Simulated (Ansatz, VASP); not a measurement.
**Two plane-wave programs on As**

INCAR

```
SYSTEM = As
ALGO     = Normal         ! electronic algorithm
DIPOL    = 0.5 0.5 0.500
EDIFF    = 1E-6           ! SCF threshold, eV
ENCUT    = 520            ! plane-wave cutoff, eV
GGA      = CA             ! functional
IDIPOL   = 3            
ISIF     = 2              ! what is computed and relaxed
ISMEAR   = 0              ! smearing method
LASPH    = .TRUE.         ! aspherical terms in the spheres
LCHARG   = .TRUE.         ! write CHGCAR
LDIPOL   = .TRUE.       
LELF     = .TRUE.         ! ELF
LREAL    = .FALSE.        ! projectors in reciprocal space
LVACPOTAV= .TRUE.       
LVHAR    = .TRUE.       
LWAVE    = .FALSE.        ! write WAVECAR
NBANDS   = 12             ! bands
NELM     = 60             ! most SCF steps
PREC     = Accurate       ! precision mode
SIGMA    = 0.02           ! smearing width, eV
```

The input KPOINTS:

```
k-points
0
G
  9 9 1
  0 0 0
```

POSCAR

```
As
1.0
    3.6890000000      0.0000000000      0.0000000000
   -1.8445000000      3.1947677146      0.0000000000
    0.0000000000      0.0000000000     28.0000000000
As
2
Direct
    0.3333333333      0.6666666667      0.5158571429
    0.6666666667      0.3333333333      0.4841428571
```

Input for Ansatz:

```yaml
crystal:
  lattice:
    - [3.689, 0.0, 0.0]
    - [-1.8445, 3.1947677146, 0.0]
    - [0.0, 0.0, 28.0]
  atoms:
    - { symbol: As, position: [0.3333333333, 0.6666666667, 0.5158571429] }
    - { symbol: As, position: [0.6666666667, 0.3333333333, 0.4841428571] }
  periodic: [true, true, false]
basis:
  ecutwfc: 420
kpoints:
  mp_grid: { grid: [9, 9, 1] }
hamiltonian:
  xc: lda
scf:
  occupations: { method: gaussian, width: 0.02 }
output:
  forces: true
  stress: true
  eigenvalues: true
```

Alike in both runs: task single point; functional LDA; k mesh 9 × 9 × 1; occupations gaussian, width 0.02 eV; no spin polarisation.

|  | VASP | Ansatz |
| --- | --- | --- |
| version | VASP 6.6.1 | Ansatz 0.2.0 |
| potentials or method | VASP PAW LDA potentials, release 64 (As), cutoff 520 eV | scalar-relativistic, plane waves, PAW |
| valence electrons in the cell | 10 | 30 |

```tsv
	VASP	Ansatz	Ansatz less VASP
gap on the k mesh at the Fermi level (eV)	none	none	-
rms of the force components (eV/Å)	1.809	1.779	-0.0294
work function, face that differs most (eV)	4.55	4.56	+0.010
```

LDA's correlation is that of Perdew and Zunger in VASP and of Perdew and Wang (1992) in Ansatz. Atom by atom the forces differ by 0.029 eV/Å (rms over components). A gap of «none» marks a metal or a gap that the smearing closes. VASP's potentials hold 10 valence electrons a cell and Ansatz's 30, so a difference there can come from the potentials and not from the codes.
